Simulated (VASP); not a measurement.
# MgH2 (P4_2/mnm) in VASP: single point with PBE

Aim: the single point of MgH2 with PBE.

Program: VASP 6.6.1. These are calculated values, not measurements. Logs are shortened: lines on timing, memory, paths and dates and some standing lists are left out, and cuts for length are marked.

**1. The cell of the first run**

Symmetry: P4_2/mnm, No. 136, tetragonal system. Conventional cell: a = 4.484 Å, b = 4.484 Å, c = 2.998 Å, α = 90.00°, β = 90.00°, γ = 90.00°. Within 2.6 Å of H (site symmetry m2m) lie 3 Mg at 1.94 Å and 1 H at 2.46 Å. Mg (site symmetry mmm) has 6 H at 1.94 Å within 2.6 Å.

**2. Single point, PBE**

Contents of INCAR:

```
SYSTEM = MgH2
ALGO = Normal
EDIFF = 1E-6
ENCUT = 520
GGA = PE
ISIF = 2
ISMEAR = -1
LASPH = .True.
LCHARG = .True.
LELF = .True.
LREAL = .False.
LVHAR = .True.
LWAVE = .False.
NBANDS = 13
NELM = 60
PREC = Accurate
SIGMA = 0.1
```

Contents of KPOINTS:

```
k-points
0
Gamma
  6 6 9
  0 0 0
```

Contents of POSCAR:

```
MgH2
1.0
    4.4836760000      0.0000000000      0.0000000000
    0.0000000000      4.4836760000      0.0000000000
    0.0000000000      0.0000000000      2.9983490000
H Mg
4 2
Direct
    0.3060000000      0.3060000000      0.0000000000
    0.1940000000      0.8060000000      0.5000000000
    0.6940000000      0.6940000000      0.0000000000
    0.8060000000      0.1940000000      0.5000000000
    0.0000000000      0.0000000000      0.0000000000
    0.5000000000      0.5000000000      0.5000000000
```

Potentials or basis: VASP PAW PBE potentials, release 64 (H, Mg).

Started as:

```console
$ cat potpaw_PBE.64/H/POTCAR potpaw_PBE.64/Mg/POTCAR > POTCAR
$ mpirun -np 1 vasp_std > vasp.out
```

OUTCAR:

```text
SYSTEM = MgH2
   EDIFF = 1E-6
   ENCUT = 520
   GGA = PE
   ISIF = 2
   ISMEAR = -1
   LASPH = .True.
   LREAL = .False.
   NELM = 60
   PREC = Accurate

 ion  position               nearest neighbor table
   1  0.306  0.306  0.000-   6 1.94   6 1.94   5 1.94
   2  0.194  0.806  0.500-   5 1.94   5 1.94   6 1.94
   3  0.694  0.694  0.000-   6 1.94   6 1.94   5 1.94
   4  0.806  0.194  0.500-   5 1.94   5 1.94   6 1.94
   5  0.000  0.000  0.000-   2 1.94   4 1.94   2 1.94   4 1.94   3 1.94   1 1.94   6 3.51   6 3.51
                             6 3.51   6 3.51   6 3.51   6 3.51   6 3.51   6 3.51
   6  0.500  0.500  0.500-   1 1.94   3 1.94   1 1.94   3 1.94   2 1.94   4 1.94   5 3.51   5 3.51
                             5 3.51   5 3.51   5 3.51   5 3.51   5 3.51   5 3.51

  LATTYP: Found a simple tetragonal cell.
 ALAT       =     4.4836760000
 C/A-ratio  =     0.6687256171

  Lattice vectors:

 A1 = (   4.4836760000,   0.0000000000,   0.0000000000)
 A2 = (   0.0000000000,   4.4836760000,   0.0000000000)
 A3 = (   0.0000000000,   0.0000000000,   2.9983490000)

Analysis of symmetry for initial positions (statically):
=====================================================================
 Subroutine PRICEL returns:
 Original cell was already a primitive cell.

 Routine SETGRP: Setting up the symmetry group for a
 simple tetragonal supercell.

 Subroutine GETGRP returns: Found 16 space group operations
 (whereof  8 operations were pure point group operations)
 out of a pool of 16 trial point group operations.

The static configuration has the point symmetry D_2h.
 The point group associated with its full space group is D_4h.

Analysis of symmetry for dynamics (positions and initial velocities):
=====================================================================
 Subroutine PRICEL returns:
 Original cell was already a primitive cell.

 Routine SETGRP: Setting up the symmetry group for a
 simple tetragonal supercell.

 Subroutine GETGRP returns: Found 16 space group operations
 (whereof  8 operations were pure point group operations)
 out of a pool of 16 trial point group operations.

The dynamic configuration has the point symmetry D_2h.
 The point group associated with its full space group is D_4h.

 Subroutine INISYM returns: Found 16 space group operations
 (whereof  8 operations are pure point group operations),
 and found     1 'primitive' translations

----------------------------------------------------------------------------------------

                                     Primitive cell

  volume of cell :      60.2769

  direct lattice vectors                    reciprocal lattice vectors
     4.483676000  0.000000000  0.000000000     0.223031281  0.000000000  0.000000000
     0.000000000  4.483676000  0.000000000     0.000000000  0.223031281  0.000000000
     0.000000000  0.000000000  2.998349000     0.000000000  0.000000000  0.333516879

  length of vectors
     4.483676000  4.483676000  2.998349000     0.223031281  0.223031281  0.333516879

  position of ions in fractional coordinates (direct lattice)
     0.306000000  0.306000000  0.000000000
     0.194000000  0.806000000  0.500000000
     0.694000000  0.694000000  0.000000000
     0.806000000  0.194000000  0.500000000
     0.000000000  0.000000000  0.000000000
     0.500000000  0.500000000  0.500000000

  ion indices of the primitive-cell ions
   primitive index   ion index
                 1           1
                 2           2
                 3           3
                 4           4
                 5           5
                 6           6

----------------------------------------------------------------------------------------

 KPOINTS: k-points

Automatic generation of k-mesh.
 Grid dimensions read from file:
 generate k-points for:    6    6    9

 Generating k-lattice:

  Cartesian coordinates                     Fractional coordinates (reciprocal lattice)
     0.037171880  0.000000000  0.000000000     0.166666667  0.000000000  0.000000000
     0.000000000  0.037171880  0.000000000     0.000000000  0.166666667  0.000000000
     0.000000000  0.000000000  0.037057431     0.000000000  0.000000000  0.111111111

  Length of vectors
     0.037171880  0.037171880  0.037057431

  Shift w.r.t. Gamma in fractional coordinates (k-lattice)
     0.000000000  0.000000000  0.000000000

 Subroutine IBZKPT returns following result:
 ===========================================

 Found     50 irreducible k-points:

 Following reciprocal coordinates:
            Coordinates               Weight
  0.000000  0.000000  0.000000      1.000000
  0.166667  0.000000  0.000000      4.000000
  0.333333  0.000000  0.000000      4.000000
  0.500000  0.000000  0.000000      2.000000
  0.166667  0.166667  0.000000      4.000000
  0.333333  0.166667  0.000000      8.000000
[... 16 lines left out ...]
  0.333333  0.000000  0.222222      8.000000
  0.500000  0.000000  0.222222      4.000000
 [... further k-points ...]
   k-points           NKPTS =     50   k-points in BZ     NKDIM =     50   number of bands    NBANDS=     13
   number of dos      NEDOS =    301   number of ions     NIONS =      6
   total plane-waves  NPLWV =  31104
   dimension x,y,z NGX =    36 NGY =   36 NGZ =   24
   dimension x,y,z NGXF=    72 NGYF=   72 NGZF=   48
   ions per type =               4   2
   NGX,Y,Z   is equivalent  to a cutoff of  13.35, 13.35, 13.31 a.u.
   NGXF,Y,Z  is equivalent  to a cutoff of  26.70, 26.70, 26.61 a.u.
 SYSTEM =  MgH2
   PREC   = accura    normal or accurate (medium, high low for compatibility)
   ISTART =      0    job   : 0-new  1-cont  2-samecut
   ICHARG =      2    charge: 1-file 2-atom 10-const
   ISPIN  =      1    spin polarized calculation?
   LNONCOLLINEAR =      F non collinear calculations
   LSORBIT =      F    spin-orbit coupling
   LASPH  =      T    aspherical Exc in radial PAW
   ENCUT  =  520.0 eV  38.22 Ry    6.18 a.u.   8.34  8.34  5.57*2*pi/ulx,y,z
   NELM   =     60;   NELMIN=  2; NELMDL= -5     # of ELM steps
   EDIFF  = 0.1E-05   stopping-criterion for ELM
   LREAL  =      F    real-space projection
   EDIFFG = 0.1E-04   stopping-criterion for IOM
   NSW    =      0    number of steps for IOM
   IBRION =     -1    ionic relax: 0-MD 1-quasi-New 2-CG
   NFREE  =      0    steps in history (QN), initial steepest desc. (CG)
   ISIF   =      2    stress and relaxation
   ISYM   =      2    0-nonsym 1-usesym 2-fastsym
   POTIM  = 0.5000    time-step for ionic-motion
   TEBEG  =    0.0;   TEEND  =   0.0 temperature during run
   PSTRESS=    0.0 pullay stress
   NELECT =       8.0000    total number of electrons
   NUPDOWN=      -1.0000    fix difference up-down
   EMIN   =  10.00;   EMAX   =-10.00  energy-range for DOS
   EFERMI =   0.00;   METHOD = LEGACY
   ISMEAR =    -1;   SIGMA  =   0.10  broadening in eV -4-tet -1-fermi 0-gaus
   EFERMI_NEDOS =   21; number of points for ismear=-14 and -15
   IALGO  =     38    algorithm
   IMIX   =      4    mixing-type and parameters
     AMIX     =   0.40;   BMIX     =  1.00
     AMIX_MAG =   1.60;   BMIX_MAG =  1.00
  volume/ion in A,a.u.               =      10.05        67.79
  Fermi-wavevector in a.u.,A,eV,Ry     =   0.835067  1.578048  9.487843  0.697337
  Thomas-Fermi vector in A             =   1.948563
   LORBIT       =      0    0 simple, 1 ext, 2 COOP (PROOUT), +10 PAW based schemes
   GGA     = PE    functional components
   LHFCALC =     F    Hartree Fock is set to
   AEXX    =    0.0000 exact exchange contribution
   IVDW    =     0    specifies the selected vdW correction
   LEPSILON=     F    determine dielectric tensor
   LRPA    =     F    only Hartree local field effects (RPA)
 non-spin polarized calculation
  energy-cutoff  :      520.00
  volume of cell :       60.28
 maximum number of plane-waves:      1651
 NGX is ok and might be reduce to    36
   NGX = 17   NGY = 17   NGZ = 11

 number of electron       8.0000002 magnetization

 Free energy of the ion-electron system (eV)
  ---------------------------------------------------
  ext. energy  EPLUGINS =         0.00000000
  ---------------------------------------------------
  free energy    TOTEN  =       -17.64949161 eV

  energy without entropy =      -17.64949161  energy(sigma->0) =      -17.64949161

 E-fermi :   1.4843     XC(G=0):  -8.4593

 val. band max:       -0.5361196324   @ k =   0.1667   0.1667   0.1111
 cond. band min:       3.3974041550   @ k =   0.3333   0.3333   0.4444
 fundamental gap:      3.9335237873
 Fermi energy:         1.4843130416

 k-point     1 :       0.0000    0.0000    0.0000
  band No.  band energies     occupation
      1      -7.0429      2.00000
      2      -1.9763      2.00000
      3      -1.9763      2.00000
      4      -1.0137      2.00000
      5       4.2026      0.00000
      6       4.6500      0.00000
      7       8.7043      0.00000
      8       8.7043      0.00000
      9      10.4945      0.00000
     10      10.8485      0.00000
     11      11.7964      0.00000
     12      14.7126      0.00000
     13      14.7126      0.00000

 k-point     2 :       0.1667    0.0000    0.0000
  band No.  band energies     occupation
      1      -6.8567      2.00000
      2      -2.8869      2.00000
      3      -1.8528      2.00000
      4      -0.6449      2.00000
      5       4.3190      0.00000
      6       5.1321      0.00000
      7       7.4601      0.00000
      8       9.1895      0.00000
      9      11.0213      0.00000
     10      11.9043      0.00000
     11      12.3249      0.00000
[... 339 lines left out ...]
 k-point    24 :       0.5000    0.0000    0.2222
  band No.  band energies     occupation
      1      -4.7261      2.00000
      2      -4.7261      2.00000
      3      -0.8472      2.00000
      4      -0.8472      2.00000
      5       5.3270      0.00000
      6       5.3270      0.00000
      7       7.1240      0.00000
      8       7.1240      0.00000
      9       9.1494      0.00000
     10       9.1494      0.00000
     11      12.5656      0.00000
     12      12.5656      0.00000
     13      14.5146      0.00000

 [... further k-points ...]

------------------------ aborting loop because EDIFF is reached ----------------------------------------

  FORCE on cell =-STRESS in cart. coord.  units (eV):
  Direction    XX          YY          ZZ          XY          YZ          ZX
  --------------------------------------------------------------------------------------
  -------------------------------------------------------------------------------------
  Total        0.2601236      0.2601236      0.3451487      0.0000000      0.0000000      0.0000000
  in kB        6.9141652      6.9141652      9.1741588      0.0000000      0.0000000      0.0000000
  external PRESSURE =       7.6674964 kB  Pullay stress =       0.0000000 kB

 VOLUME and BASIS-vectors are now :
 -----------------------------------------------------------------------------
  energy-cutoff  :      520.00
  volume of cell :       60.28
      direct lattice vectors                 reciprocal lattice vectors
     4.483676000  0.000000000  0.000000000     0.223031281  0.000000000  0.000000000
     0.000000000  4.483676000  0.000000000     0.000000000  0.223031281  0.000000000
     0.000000000  0.000000000  2.998349000     0.000000000  0.000000000  0.333516879

 POSITION                                       TOTAL-FORCE (eV/Angst)
 -----------------------------------------------------------------------------------
      1.37200      1.37200      0.00000        -0.048710     -0.048710     -0.000000
      0.86983      3.61384      1.49917         0.048710     -0.048710     -0.000000
      3.11167      3.11167      0.00000         0.048710      0.048710      0.000000
      3.61384      0.86983      1.49917        -0.048710      0.048710      0.000000
      0.00000      0.00000      0.00000         0.000000     -0.000000      0.000000
      2.24184      2.24184      1.49917         0.000000     -0.000000      0.000000
 -----------------------------------------------------------------------------------
    total drift:                                0.000000      0.000000     -0.000000

  FREE ENERGIE OF THE ION-ELECTRON SYSTEM (eV)
  ---------------------------------------------------
  free  energy   TOTEN  =       -17.6494916134 eV

  energy  without entropy=      -17.6494916118  energy(sigma->0) =      -17.64949161
```

It took 29 s on 1 thread of Intel Xeon 6975P-C (Granite Rapids), shared host; peak memory 0.19 GiB.

Results:

```
Free energy            : -17.6495 eV
Pressure               : 0.8 GPa
Largest force          : 0.069 eV/Å
Band gap on the k mesh : 3.93 eV, indirect (least direct gap 4.76 eV)
```

Forces on the atoms (eV/Å):
```
H   -0.049 -0.049  0.000
H    0.049 -0.049  0.000
H    0.049  0.049  0.000
H   -0.049  0.049  0.000
Mg   0.000  0.000  0.000
Mg   0.000  0.000  0.000
```

Stress tensor (GPa, compression positive):
```
0.69 0.00 0.00
0.00 0.69 0.00
0.00 0.00 0.92
```

Levels at points of the mesh, in eV from the valence-band top:
```
           k point  band 1  band 2  band 3  band 4  band 5  band 6  band 7  band 8  band 9
(0.00, 0.00, 0.00)   -6.51   -1.44   -1.44   -0.48    4.74    5.19    9.24    9.24   11.03
(0.50, 0.00, 0.00)   -4.87   -4.87   -0.50   -0.50    5.38    5.38   10.18   10.18   11.90
(0.50, 0.50, 0.00)   -3.79   -3.79   -2.75   -2.75    9.18    9.18    9.24    9.24   13.41
```

A k mesh can miss the band edges.
